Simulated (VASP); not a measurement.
Wanted: the native input for a VASP 6.6.1 run.

```
Task                   : single point
Functional             : r2SCAN
Potentials or basis    : VASP PAW PBE potentials, release 64 (C)
Cutoff                 : 520 eV
k mesh                 : 8 × 8 × 2
Occupations            : gaussian, width 0.1 eV
Spin                   : no spin polarisation
Dipole correction      : no
Further INCAR settings : ALGO = Normal; EDIFF = 1e-07; NBANDS = 16
```

C:

```
CELL_PARAMETERS angstrom
1.21596 -2.14796 0.00912
1.22325 2.15217 -0.04137
-0.09419 -0.08515 7.14765
ATOMIC_POSITIONS crystal
C 0.10349 0.94562 0.74880
C 0.59081 0.41384 0.23941
C 0.92426 0.08600 0.24211
C 0.42852 0.58933 0.74862
```

These files were run (other wordings do the same):

POSCAR

```
C
1.0
    1.2159619696     -2.1479622876      0.0091232276
    1.2232502972      2.1521701653     -0.0413730204
   -0.0941886657     -0.0851463517      7.1476530721
C
4
Direct
    0.1034933285      0.9456230676      0.7488005552
    0.5908149738      0.4138432831      0.2394105085
    0.9242568809      0.0859987362      0.2421136921
    0.4285181549      0.5893271320      0.7486182121
```

INCAR.step1

```
PREC = Accurate ; ENCUT = 520
ISMEAR = 0 ; SIGMA = 0.1
LREAL = F ; LASPH = T
NELM = 80 ; NBANDS = 16
GGA = PE ; ALGO = Normal
EDIFF = 1E-4 ; LWAVE = T
LCHARG = F
```

INCAR.step2

```
PREC = Accurate ; ENCUT = 520
EDIFF = 1E-7 ; ISMEAR = 0
SIGMA = 0.1 ; LREAL = F
LASPH = T ; NELM = 80
ALGO = Normal ; ISIF = 2
LWAVE = F ; LCHARG = T
METAGGA = R2SCAN ; LMIXTAU = T
LELF = T ; LVHAR = T
NBANDS = 16 ; ISTART = 1
```

KPOINTS

```
Automatic mesh
0
Gamma
  8 8 2
```

Potentials or basis: VASP PAW PBE potentials, release 64 (C).

The run is started by

```sh
$ cat potpaw_PBE.64/C/POTCAR > POTCAR
$ cp INCAR.step1 INCAR
$ mpirun -np 1 vasp_std > vasp.out
$ cp INCAR.step2 INCAR
$ mpirun -np 1 vasp_std > vasp.out
```

Results of the run:

```
Pressure      : -0.3 GPa
Largest force : 3.092 eV/Å
```

Caveat: the k points lie up to 0.44 Å⁻¹ apart; the PAW data sets were made with another functional, which shifts forces and pressure a little.

Wall time 2.9 min on 1 thread of Intel Xeon 8259CL, on a shared host, peak memory 0.16 GiB.
